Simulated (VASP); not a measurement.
# Re (P6_3/mmc) in VASP: a series of runs, part 2 of 2

VASP 6.6.1. The steps go on from the part before.

## (3) Single point, BLYP (14.91 Å³/atom)

This run uses another cell than the first one, of 14.91 Å³/atom.

The input, INCAR:

```
PREC = Accurate
ENCUT = 560
EDIFF = 1E-6
ISMEAR = -1
SIGMA = 0.1
LREAL = False
LASPH = True
NELM = 120
ALGO = Normal
ISIF = 2
LWAVE = False
LCHARG = True
GGA = B5
ALDAX = 1.0
AGGAX = 1.0
AGGAC = 1.0
ALDAC = 0.0
LELF = True
LVHAR = True
NBANDS = 22
GGA_COMPAT = False
```

The input, KPOINTS:

```
regular mesh
0
Gamma
  21 21 12
```

The input, POSCAR:

```
Re
1.0
    2.7770349181      0.0000000000      0.0000000000
   -1.3885174590      2.4049827863      0.0000000000
    0.0000000000      0.0000000000      4.4647227913
Re
2
Direct
    0.3333333333      0.6666666667      0.2500000000
    0.6666666667      0.3333333333      0.7500000000
```

Potentials or basis: VASP PAW PBE potentials, release 64 (Re_sv_GW).

Run with:

```
$ cat potpaw_PBE.64/Re_sv_GW/POTCAR > POTCAR
$ mpirun -np 1 vasp_std > vasp.out
```

OUTCAR:

```text
PREC = Accurate
   ENCUT = 560
   EDIFF = 1E-6
   ISMEAR = -1
   LREAL = False
   LASPH = True
   NELM = 120
   ISIF = 2
   GGA = B5

 ion  position               nearest neighbor table
   1  0.333  0.667  0.250-   2 2.75   2 2.75   2 2.75   2 2.75   2 2.75   2 2.75
   2  0.667  0.333  0.750-   1 2.75   1 2.75   1 2.75   1 2.75   1 2.75   1 2.75

  LATTYP: Found a hexagonal cell.
 ALAT       =     2.7770349181
 C/A-ratio  =     1.6077301593

  Lattice vectors:

 A1 = (   2.7770349181,   0.0000000000,   0.0000000000)
 A2 = (  -1.3885174590,   2.4049827863,   0.0000000000)
 A3 = (   0.0000000000,   0.0000000000,   4.4647227913)

Analysis of symmetry for initial positions (statically):
=====================================================================
 Subroutine PRICEL returns:
 Original cell was already a primitive cell.

 Routine SETGRP: Setting up the symmetry group for a
 hexagonal supercell.

 Subroutine GETGRP returns: Found 24 space group operations
 (whereof 12 operations were pure point group operations)
 out of a pool of 24 trial point group operations.

The static configuration has the point symmetry D_3d.
 The point group associated with its full space group is D_6h.

Analysis of symmetry for dynamics (positions and initial velocities):
=====================================================================
 Subroutine PRICEL returns:
 Original cell was already a primitive cell.

 Routine SETGRP: Setting up the symmetry group for a
 hexagonal supercell.

 Subroutine GETGRP returns: Found 24 space group operations
 (whereof 12 operations were pure point group operations)
 out of a pool of 24 trial point group operations.

The dynamic configuration has the point symmetry D_3d.
 The point group associated with its full space group is D_6h.

 Subroutine INISYM returns: Found 24 space group operations
 (whereof 12 operations are pure point group operations),
 and found     1 'primitive' translations

----------------------------------------------------------------------------------------

                                     Primitive cell

  volume of cell :      29.8186

  direct lattice vectors                    reciprocal lattice vectors
     2.777034918  0.000000000  0.000000000     0.360096300  0.207901696  0.000000000
    -1.388517459  2.404982786  0.000000000     0.000000000  0.415803392  0.000000000
     0.000000000  0.000000000  4.464722791     0.000000000  0.000000000  0.223978071

  length of vectors
     2.777034918  2.777034918  4.464722791     0.415803392  0.415803392  0.223978071

  position of ions in fractional coordinates (direct lattice)
     0.333333333  0.666666667  0.250000000
     0.666666667  0.333333333  0.750000000

  ion indices of the primitive-cell ions
   primitive index   ion index
                 1           1
                 2           2

----------------------------------------------------------------------------------------

 KPOINTS: regular mesh

Automatic generation of k-mesh.
 Grid dimensions read from file:
 generate k-points for:   21   21   12

 Generating k-lattice:

  Cartesian coordinates                     Fractional coordinates (reciprocal lattice)
     0.017147443  0.009900081  0.000000000     0.047619048  0.000000000  0.000000000
     0.000000000  0.019800162  0.000000000     0.000000000  0.047619048  0.000000000
     0.000000000  0.000000000  0.018664839     0.000000000  0.000000000  0.083333333

  Length of vectors
     0.019800162  0.019800162  0.018664839

  Shift w.r.t. Gamma in fractional coordinates (k-lattice)
     0.000000000  0.000000000  0.000000000

 Subroutine IBZKPT returns following result:
 ===========================================

 Found    336 irreducible k-points:

 Following reciprocal coordinates:
            Coordinates               Weight
  0.000000  0.000000  0.000000      1.000000
  0.047619 -0.000000  0.000000      6.000000
  0.095238 -0.000000  0.000000      6.000000
  0.142857 -0.000000  0.000000      6.000000
  0.190476 -0.000000  0.000000      6.000000
  0.238095  0.000000  0.000000      6.000000
[... 16 lines left out ...]
  0.142857  0.095238  0.000000     12.000000
  0.190476  0.095238  0.000000     12.000000
 [... further k-points ...]
   k-points           NKPTS =    336   k-points in BZ     NKDIM =    336   number of bands    NBANDS=     22
   number of dos      NEDOS =    301   number of ions     NIONS =      2
   total plane-waves  NPLWV =  20736
   dimension x,y,z NGX =    24 NGY =   24 NGZ =   36
   dimension x,y,z NGXF=    48 NGYF=   48 NGZF=   72
   ions per type =               2
   NGX,Y,Z   is equivalent  to a cutoff of  14.37, 14.37, 13.40 a.u.
   NGXF,Y,Z  is equivalent  to a cutoff of  28.73, 28.73, 26.81 a.u.
 SYSTEM =  unknown system
   PREC   = accura    normal or accurate (medium, high low for compatibility)
   ISTART =      0    job   : 0-new  1-cont  2-samecut
   ICHARG =      2    charge: 1-file 2-atom 10-const
   ISPIN  =      1    spin polarized calculation?
   LNONCOLLINEAR =      F non collinear calculations
   LSORBIT =      F    spin-orbit coupling
   LASPH  =      T    aspherical Exc in radial PAW
   ENCUT  =  560.0 eV  41.16 Ry    6.42 a.u.   5.36  5.36  8.61*2*pi/ulx,y,z
   NELM   =    120;   NELMIN=  2; NELMDL= -5     # of ELM steps
   EDIFF  = 0.1E-05   stopping-criterion for ELM
   LREAL  =      F    real-space projection
   EDIFFG = 0.1E-04   stopping-criterion for IOM
   NSW    =      0    number of steps for IOM
   IBRION =     -1    ionic relax: 0-MD 1-quasi-New 2-CG
   NFREE  =      0    steps in history (QN), initial steepest desc. (CG)
   ISIF   =      2    stress and relaxation
   ISYM   =      2    0-nonsym 1-usesym 2-fastsym
   POTIM  = 0.5000    time-step for ionic-motion
   TEBEG  =    0.0;   TEEND  =   0.0 temperature during run
   PSTRESS=    0.0 pullay stress
   NELECT =      30.0000    total number of electrons
   NUPDOWN=      -1.0000    fix difference up-down
   EMIN   =  10.00;   EMAX   =-10.00  energy-range for DOS
   EFERMI =   0.00;   METHOD = LEGACY
   ISMEAR =    -1;   SIGMA  =   0.10  broadening in eV -4-tet -1-fermi 0-gaus
   EFERMI_NEDOS =   21; number of points for ismear=-14 and -15
   IALGO  =     38    algorithm
   IMIX   =      4    mixing-type and parameters
     AMIX     =   0.40;   BMIX     =  1.00
     AMIX_MAG =   1.60;   BMIX_MAG =  1.00
  volume/ion in A,a.u.               =      14.91       100.61
  Fermi-wavevector in a.u.,A,eV,Ry     =   1.640411  3.099927 36.612569  2.690948
  Thomas-Fermi vector in A             =   2.731054
   LORBIT       =      0    0 simple, 1 ext, 2 COOP (PROOUT), +10 PAW based schemes
   GGA     = B5    functional components
   LHFCALC =     F    Hartree Fock is set to
   AEXX    =    0.0000 exact exchange contribution
   IVDW    =     0    specifies the selected vdW correction
   LEPSILON=     F    determine dielectric tensor
   LRPA    =     F    only Hartree local field effects (RPA)
 non-spin polarized calculation
  energy-cutoff  :      560.00
  volume of cell :       29.82
 maximum number of plane-waves:       923
 NGX is ok and might be reduce to    24
   NGX = 11   NGY = 11   NGZ = 17

 number of electron      30.0000002 magnetization

 Free energy of the ion-electron system (eV)
  ---------------------------------------------------
  ext. energy  EPLUGINS =         0.00000000
  ---------------------------------------------------
  free energy    TOTEN  =       -24.82605616 eV

  energy without entropy =      -24.76986405  energy(sigma->0) =      -24.79796010

 E-fermi :  13.4133     XC(G=0): -13.4666

 val. band max:       13.4127631694   @ k =   0.1429   0.0952   0.1667
 cond. band min:      13.4170981763   @ k =   0.1429   0.1429   0.0000
 fundamental gap:      0.0043350069
 Fermi energy:        13.4133219430

 k-point     1 :       0.0000    0.0000    0.0000
  band No.  band energies     occupation
      1     -66.0560      2.00000
      2     -65.9349      2.00000
      3     -28.7538      2.00000
      4     -27.7401      2.00000
      5     -27.7401      2.00000
      6     -27.5642      2.00000
[... 14 lines left out ...]
     21      23.2541      0.00000
     22      27.1271      0.00000

 k-point     2 :       0.0476   -0.0000    0.0000
  band No.  band energies     occupation
      1     -66.0539      2.00000
      2     -65.9339      2.00000
      3     -28.7454      2.00000
      4     -27.7592      2.00000
      5     -27.7463      2.00000
      6     -27.5851      2.00000
[... 542 lines left out ...]
 k-point    24 :       0.1905    0.0952    0.0000
  band No.  band energies     occupation
      1     -66.0048      2.00000
      2     -65.9149      2.00000
      3     -28.5395      2.00000
      4     -28.1480      2.00000
      5     -28.0460      2.00000
      6     -27.8524      2.00000
[... 14 lines left out ...]
     21      22.7547      0.00000
     22      28.6163      0.00000

 [... further k-points ...]
[... 5 lines left out ...]
  --------------------------------------------------------------------------------------
  -------------------------------------------------------------------------------------
  Total        2.7177535      2.7177535      2.7837658      0.0000000     -0.0000000      0.0000000
  in kB      146.0268873    146.0268873    149.5737767      0.0000000     -0.0000000      0.0000000
  external PRESSURE =     147.2091838 kB  Pullay stress =       0.0000000 kB

 VOLUME and BASIS-vectors are now :
 -----------------------------------------------------------------------------
  energy-cutoff  :      560.00
  volume of cell :       29.82
      direct lattice vectors                 reciprocal lattice vectors
     2.777034918  0.000000000  0.000000000     0.360096300  0.207901696  0.000000000
    -1.388517459  2.404982786  0.000000000     0.000000000  0.415803392  0.000000000
     0.000000000  0.000000000  4.464722791     0.000000000  0.000000000  0.223978071

 POSITION                                       TOTAL-FORCE (eV/Angst)
 -----------------------------------------------------------------------------------
     -0.00000      1.60332      1.11618         0.000000     -0.000000      0.000000
      1.38852      0.80166      3.34854        -0.000000      0.000000      0.000000
 -----------------------------------------------------------------------------------
    total drift:                                0.000000     -0.000000      0.000000

  FREE ENERGIE OF THE ION-ELECTRON SYSTEM (eV)
  ---------------------------------------------------
  free  energy   TOTEN  =       -24.8260561626 eV

  energy  without entropy=      -24.7698640465  energy(sigma->0) =      -24.79796010
```

stdout:

```text
POSCAR found type information on POSCAR Re
 POSCAR found :  1 types and       2 ions
 scaLAPACK will be used
 -----------------------------------------------------------------------------
|                                                                             |
|                                                                             |
|     You enforced a specific xc type in the INCAR file but a different       |
|     I HOPE YOU KNOW WHAT YOU ARE DOING!                                     |
|                                                                             |
 -----------------------------------------------------------------------------

 LDA part: xc-table for (Slater(with rela. corr.)+VWN5), standard interpolation
 POSCAR, INCAR and KPOINTS ok, starting setup
 FFT: planning ... GRIDC
 FFT: planning ... GRID_SOFT
 FFT: planning ... GRID
 WAVECAR not read
 entering main loop
```

It took 2.2 min on 1 thread of AMD EPYC 9R45 (Zen 5), shared host; peak memory 0.3 GiB.

Results:

| Quantity | Value |
| --- | --- |
| Free energy | -24.8261 eV |
| Pressure | 14.7 GPa |
| Band gap on the k mesh | zero (bands 15 and 16 overlap by 3.50 eV) |

Levels at points of the mesh, in eV from the Fermi level:
```csv
k point,band 12,band 13,band 14,band 15,band 16,band 17,band 18,band 19
"(0.00, 0.00, 0.00)",-1.59,-1.54,-0.77,-0.77,0.08,0.08,0.98,3.24
"(0.00, 0.00, 0.50)",-2.27,-1.73,-1.73,-1.73,-1.73,2.43,2.43,2.43
```

Caveat: the cell stands under pressure; the PAW data sets were made with another functional, which shifts forces and pressure a little; spin-orbit coupling is left out, which moves the levels of the heavy elements.

## (4) Relaxation of cell and atoms, BLYP

This run uses another cell than the first one, of 14.71 Å³/atom.

The input, INCAR:

```
SYSTEM = Re
AGGAC = 1.0 ; AGGAX = 1.0
ALDAC = 0.0 ; ALDAX = 1.0
ALGO = Normal ; EDIFF = 1E-7
EDIFFG = -0.01 ; ENCUT = 560
GGA = B5 ; GGA_COMPAT = .FALSE.
IBRION = 2 ; ISIF = 3
ISMEAR = -1 ; LASPH = .TRUE.
LCHARG = .FALSE. ; LREAL = .FALSE.
LWAVE = .FALSE. ; NELM = 120
NELMIN = 4 ; NSW = 80
PREC = Accurate ; SIGMA = 0.1
```

The input, KPOINTS:

```
k-points
0
G
  13 13 7
  0 0 0
```

The input, POSCAR:

```
Re
1.0
    2.7607987292      0.0000000000      0.0000000000
   -1.3803993646      2.3909218342      0.0000000000
    0.0000000000      0.0000000000      4.4582000000
Re
2
Direct
    0.3333333333      0.6666666667      0.2500000000
    0.6666666667      0.3333333333      0.7500000000
```

Run with:

```
$ cat potpaw_PBE.64/Re_sv_GW/POTCAR > POTCAR
$ mpirun -np 1 vasp_std > vasp.out
```

Run time: 12 min. Hardware: 1 thread of Intel Xeon Platinum 8259CL at 2.50GHz (Skylake/Cascade Lake), shared host; peak memory 0.2 GiB.

Results (log left out):

```yaml
Free_energy: -24.8769 eV
Relaxed_volume: 15.52 Å³/atom
Relaxed_cell: a = 2.814 Å, b = 2.814 Å, c = 4.524 Å, α = 90.00°, β = 90.00°, γ = 120.00°
Space_group_after_relaxing_to_0.1_Å: P6_3/mmc (No. 194)
Energy_gained_by_relaxing: 47.9 meV/atom
Ionic_steps: 9
Pressure_after_relaxing: 0.0 GPa
Band_gap_on_the_k_mesh: zero (bands 15 and 16 overlap by 2.80 eV)
```

Step by step:
| step | energy change (eV) | largest force (eV/Å) | pressure (GPa) | volume (Å³) |
| --- | --- | --- | --- | --- |
| 1 | 0.0000 | 0.0000 | 19.95 | 29.43 |
| 2 | 0.9883 | 0.0000 | -41.35 | 37.94 |
| 3 | -0.0949 | 0.0000 | -1.62 | 31.19 |
| 4 | -0.0956 | 0.0000 | -0.14 | 31.05 |
| 5 | -0.0956 | 0.0000 | 0.22 | 31.02 |
| 6 | -0.0958 | 0.0000 | 0.25 | 31.01 |
| 7 | -0.0958 | 0.0000 | 0.23 | 31.01 |
| 8 | -0.0957 | 0.0000 | -0.62 | 31.09 |
| 9 | -0.0958 | 0.0000 | 0.00 | 31.04 |

Final structure:
```
CELL_PARAMETERS angstrom
2.81448 0.00000 0.00000
-1.40724 2.43741 0.00000
0.00000 0.00000 4.52438
ATOMIC_POSITIONS crystal
Re 0.33333 0.66667 0.25000
Re 0.66667 0.33333 0.75000
```

Levels at points of the mesh, in eV from the Fermi level:
```csv
k point,band 12,band 13,band 14,band 15,band 16,band 17,band 18,band 19
"(0.00, 0.00, 0.00)",-1.49,-1.45,-0.73,-0.73,0.08,0.08,0.89,3.07
```

Caveat: the PAW data sets were made with another functional, which shifts forces and pressure a little; spin-orbit coupling is left out, which moves the levels of the heavy elements. Zero-point motion and thermal expansion aren't in these numbers.

## (5) The runs side by side

| task | cell | k mesh | gap on the mesh (eV) | pressure (GPa) |
| --- | --- | --- | --- | --- |
| single point | a = 2.815, b = 2.815, c = 4.526 Å, angles 90.0, 90.0, 120.0°, 2 atoms | 13 × 13 × 7 | none | 0.1 |
| single point | a = 2.777, b = 2.777, c = 4.465 Å, angles 90.0, 90.0, 120.0°, 2 atoms | 21 × 21 × 12 | none | 14.7 |
| relaxation of cell and atoms | relaxed from a = 2.761, b = 2.761, c = 4.458 Å, angles 90.0, 90.0, 120.0°, 2 atoms | 13 × 13 × 7 | none | 0.0 |

Alike in all rows: level BLYP; potentials or basis VASP PAW PBE potentials, release 64 (Re_sv_GW); no spin polarisation; cutoff (eV) 560; smearing fermi-dirac 0.1 eV.

Caveats: the PAW data sets were made with another functional, which shifts forces and pressure a little; spin-orbit coupling is left out, which moves the levels of the heavy elements; the cell stands under pressure (at least some runs).

Absolute energies hang on the potentials; compare differences alone.
